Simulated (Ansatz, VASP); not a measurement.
## One calculation of Ge3N4, two programs

The input POSCAR:

```
Ge3N4
1.0
    8.0439274434      0.0000000000      0.0000000000
   -4.0219637217      6.9662455122      0.0000000000
    0.0000000000      0.0000000000      3.1416571920
Ge N
6 8
Direct
    0.8280617828      0.2333915448      0.7500000000
    0.5946702381      0.8280617828      0.2500000000
    0.2333915448      0.4053297619      0.2500000000
    0.7666084552      0.5946702381      0.7500000000
    0.4053297619      0.1719382172      0.7500000000
    0.1719382172      0.7666084552      0.2500000000
    0.6666666667      0.3333333333      0.7500000000
    0.3333333333      0.6666666667      0.2500000000
    0.6692520631      0.9697625024      0.7500000000
    0.6994895608      0.6692520631      0.2500000000
    0.9697625024      0.3005104392      0.2500000000
    0.0302374976      0.6994895608      0.7500000000
    0.3307479369      0.0302374976      0.2500000000
    0.3005104392      0.3307479369      0.7500000000
```

Contents of INCAR.step1:

```
SYSTEM = Ge3N4
PREC = Accurate
ENCUT = 660
ISMEAR = 0
SIGMA = 0.01
LREAL = .False.
LASPH = .True.
NELM = 120
NBANDS = 75
GGA = PE
ALGO = Normal
EDIFF = 1E-5
LWAVE = .True.
LCHARG = .False.
GGA_COMPAT = .False.
KPAR = 4
```

Contents of INCAR.step2:

```
SYSTEM = Ge3N4
PREC = Accurate
ENCUT = 660
EDIFF = 1E-6
ISMEAR = 0
SIGMA = 0.01
LREAL = .False.
LASPH = .True.
NELM = 120
ALGO = Normal
ISIF = 2
LWAVE = .False.
LCHARG = .False.
METAGGA = R2SCAN
LMIXTAU = .True.
NBANDS = 75
ISTART = 1
GGA_COMPAT = .False.
KPAR = 4
```

File KPOINTS:

```
regular mesh
0
Gamma
  6 6 8
  0 0 0
```

Input for Ansatz:

```yaml
crystal:
  lattice:
    - [8.0439274434, 0.0, 0.0]
    - [-4.0219637217, 6.9662455122, 0.0]
    - [0.0, 0.0, 3.141657192]
  atoms:
    - { symbol: Ge, position: [0.8280617828, 0.2333915448, 0.75] }
    - { symbol: Ge, position: [0.5946702381, 0.8280617828, 0.25] }
    - { symbol: Ge, position: [0.2333915448, 0.4053297619, 0.25] }
    - { symbol: Ge, position: [0.7666084552, 0.5946702381, 0.75] }
    - { symbol: Ge, position: [0.4053297619, 0.1719382172, 0.75] }
    - { symbol: Ge, position: [0.1719382172, 0.7666084552, 0.25] }
    - { symbol: "N", position: [0.6666666667, 0.3333333333, 0.75] }
    - { symbol: "N", position: [0.3333333333, 0.6666666667, 0.25] }
    - { symbol: "N", position: [0.6692520631, 0.9697625024, 0.75] }
    - { symbol: "N", position: [0.6994895608, 0.6692520631, 0.25] }
    - { symbol: "N", position: [0.9697625024, 0.3005104392, 0.25] }
    - { symbol: "N", position: [0.0302374976, 0.6994895608, 0.75] }
    - { symbol: "N", position: [0.3307479369, 0.0302374976, 0.25] }
    - { symbol: "N", position: [0.3005104392, 0.3307479369, 0.75] }
kpoints:
  mp_grid: { grid: [6, 6, 8] }
  band_path:
    path:
      - [0.0, 0.0, 0.0]
      - [0.5, 0.0, 0.0]
      - [0.3333333333, 0.3333333333, 0.0]
      - [0.0, 0.0, 0.5]
      - [0.5, 0.0, 0.5]
      - [0.3333333333, 0.3333333333, 0.5]
      - [0.0, 0.0, 0.140625]
    npoints: 1
hamiltonian:
  xc: r2scan
scf:
  occupations: { method: fixed }
  n_extra_bands: 7
output:
  forces: true
  stress: true
  eigenvalues: true
  write_density: true
  write_potential: true
  elf: true
  volumetric_format: npy
```

Change from the starting cell: uniaxial_z strain +2.0%.

Alike in both runs: task single point; functional r2SCAN; k mesh 6 × 6 × 8; no spin polarisation.

```csv
,VASP,Ansatz
version,VASP 6.6.1,Ansatz 0.2.0
potentials or method,"VASP PAW PBE potentials, release 64 (Ge_d, N)","plane waves, PAW"
plane-wave cutoff (eV),660,500
occupations,"gaussian, width 0.01 eV",fixed
valence electrons in the cell,124,124
```

|  | VASP | Ansatz | Ansatz less VASP |
| --- | --- | --- | --- |
| gap on the k mesh at the Fermi level (eV) | 2.43 | 2.45 | +0.021 |
| pressure (GPa) | -3.3 | -4.0 | -0.63 |
| traceless stress, the component that is largest in VASP (GPa) | -4.15 | -4.21 | -0.068 |
| rms of the force components (eV/Å) | 0.005 | 0.000 | -0.0041 |

VASP's potentials were made for PBE, not for r2SCAN. Atom by atom the forces differ by 0.005 eV/Å (rms over components).
